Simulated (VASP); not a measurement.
Write the native input for VASP 6.6.1 that does the following.

| Item | Value |
| --- | --- |
| Task | single point |
| Functional | PBE |
| Potentials or basis | VASP PAW PBE potentials, release 64 (Sn_d, Se) |
| Cutoff | 520 eV |
| k mesh | 6 × 6 × 6 |
| Occupations | fermi-dirac, width 0.1 eV |
| Spin | no spin polarisation |
| Dipole correction | no |
| k mesh for the DOS | 9 × 9 × 9 |
| Occupations for the DOS | tetrahedron |
| Further INCAR settings | ALGO = Normal; EDIFF = 1e-06; NBANDS = 50 |

The system is SnSe.

```
CELL_PARAMETERS angstrom
6.06429 0.00000 0.00000
0.06562 6.06393 0.00000
0.06562 0.06491 6.06358
ATOMIC_POSITIONS crystal
Sn 0.00000 0.00000 0.00000
Sn 0.50000 0.50000 0.00000
Sn 0.00000 0.50000 0.50000
Sn 0.50000 0.00000 0.50000
Se 0.50000 0.50000 0.50000
Se 0.00000 0.00000 0.50000
Se 0.50000 0.00000 0.00000
Se 0.00000 0.50000 0.00000
```

One way to write it, as run:

POSCAR

```
SnSe
1.0
    6.0642870000      0.0000000000      0.0000000000
    0.0656240000      6.0639300000      0.0000000000
    0.0656240000      0.0649110000      6.0635840000
Sn Se
4 4
Direct
    0.0000000000      0.0000000000      0.0000000000
    0.5000000000      0.5000000000      0.0000000000
    0.0000000000      0.5000000000      0.5000000000
    0.5000000000      0.0000000000      0.5000000000
    0.5000000000      0.5000000000      0.5000000000
    0.0000000000      0.0000000000      0.5000000000
    0.5000000000      0.0000000000      0.0000000000
    0.0000000000      0.5000000000      0.0000000000
```

INCAR.step1

```
ALGO = Normal
EDIFF = 1E-6
ENCUT = 520
GGA = PE
ISIF = 2
ISMEAR = -1
LASPH = True
LCHARG = True
LREAL = False
LWAVE = False
NBANDS = 50
NELM = 100
PREC = Accurate
SIGMA = 0.1
```

KPOINTS.step1

```
k-points
0
Gamma
  6 6 6
```

INCAR.step2

```
ALGO = Normal
EDIFF = 1E-6
ENCUT = 520
GGA = PE
ICHARG = 11
ISIF = 2
ISMEAR = -5
LASPH = True
LCHARG = False
LORBIT = 11
LREAL = False
LWAVE = False
NBANDS = 50
NEDOS = 1001
NELM = 100
PREC = Accurate
SIGMA = 0.1
```

KPOINTS.step2

```
k-points
0
Gamma
  9 9 9
```

Potentials or basis: VASP PAW PBE potentials, release 64 (Sn_d, Se).

Launch:

```console
$ cat potpaw_PBE.64/Sn_d/POTCAR potpaw_PBE.64/Se/POTCAR > POTCAR
$ cp INCAR.step1 INCAR
$ cp KPOINTS.step1 KPOINTS
$ mpirun -np 1 vasp_std > vasp.out
$ cp INCAR.step2 INCAR
$ cp KPOINTS.step2 KPOINTS
$ mpirun -np 1 vasp_std > vasp.out
```

Results of the run:

* Valence electrons inside the program's atomic spheres: Sn 12.03; Se 3.79

It took 23 min on 1 thread of Intel Xeon 8259CL, with other jobs on the host, peak memory 0.79 GiB.
